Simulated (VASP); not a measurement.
Na2N:

```xyz
3
Lattice="3.3663 0.0000 0.0000 -1.6831 2.9153 0.0000 0.0000 0.0000 5.7065" Properties=species:S:1:pos:R:3 pbc="T T T"
Na    1.6831    0.9718    4.0948
Na    0.0000    1.9435    1.6117
N     0.0000    0.0000    2.8533
```

The cell was generated, and may not be a known phase.

| Item | Value |
| --- | --- |
| Program | VASP 6.6.1 |
| Task | relaxation of cell and atoms |
| Functional | PBE |
| Potentials or basis | VASP PAW PBE potentials, release 64 (Na_pv, N) |
| Cutoff | 600 eV |
| k mesh | 6 × 6 × 4 |
| Occupations | gaussian, width 0.1 eV |
| Spin | collinear spin, ferromagnetic start |
| Starting moments | [0.0, 0.0, 1.0] μB |

At the start: pressure 5.3 GPa; volume 18.67 Å³/atom.

Question: Where does the relaxation end?

Answer: Over 9 steps the energy falls by 74.9 meV/atom and the volume is 21.63 Å³/atom (+15.9 %); space group P-3m1 (No. 164, to 0.1 Å) before and after; moment 1.01 μB per cell.

Step by step:
```csv
step,energy change (eV),largest force (eV/Å),pressure (GPa),volume (Å³)
1,0.0000,0.0825,5.26,56.00
2,-0.1363,0.2167,1.54,61.10
3,-0.1562,0.4442,-1.29,67.30
4,-0.1634,0.3821,-0.50,65.26
5,-0.1877,0.2936,-0.44,65.40
6,-0.2227,0.0908,-0.35,65.69
7,-0.2238,0.0294,-0.32,65.74
8,-0.2238,0.0408,-0.33,65.73
9,-0.2247,0.0002,0.08,64.90
```

Final structure:
```xyz
3
Lattice="3.7069 0.0000 0.0000 -1.8534 3.2102 0.0000 0.0000 0.0000 5.4542" Properties=species:S:1:pos:R:3 pbc="T T T"
Na    1.8534    1.0701    3.8339
Na    0.0000    2.1402    1.6203
N     0.0000    0.0000    2.7271
```

Caveat: the volume moved by over 15 % at a fixed basis, so the end points are rough.
